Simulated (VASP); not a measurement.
## Te: single point with PBE

Crystal: Te.

```
Te
1.0
     0.00000    5.25343   -3.66381
     4.54961   -2.62672   -3.66381
    -4.54961   -2.62672   -3.66381
Te
8
Direct
  0.25000 0.25000 0.25000
  0.75000 0.25000 0.25000
  0.25000 0.75000 0.25000
  0.75000 0.75000 0.25000
  0.25000 0.25000 0.75000
  0.75000 0.25000 0.75000
  0.25000 0.75000 0.75000
  0.75000 0.75000 0.75000
```

```yaml
Program: VASP 6.6.1
Task: single point
Functional: PBE
Potentials_or_basis: VASP PAW PBE potentials, release 64 (Te)
Cutoff: 520 eV
k_mesh: 6 × 6 × 6
Occupations: gaussian, width 0.1 eV
Spin: no spin polarisation
```

```yaml
Pressure: -0.1 GPa
Band_gap_on_the_k_mesh: zero (band 24 reaches 8.58 eV, above the bottom of band 25 at 4.73 eV)
```

Levels at points of the mesh, in eV from the Fermi level:
```tsv
k point	band 22	band 23	band 24	band 25	band 26	band 27
(0.00, 0.00, 0.00)	1.17	1.17	2.17	2.17	2.17	2.48
(0.50, 0.00, 0.00)	-1.55	-0.07	-0.07	1.72	1.72	1.76
(0.50, 0.50, 0.00)	-1.12	-1.07	-1.07	-0.77	-0.77	-0.72
(0.50, 0.50, 0.50)	-1.88	-1.88	-1.88	-1.68	-1.68	-1.61
```

It took 4.1 min on 1 thread of Oxide Virtual Turin-like Processor, with other jobs on the host, peak memory 0.4 GiB.

Caveat: spin-orbit coupling is left out, which moves the levels of the heavy elements.
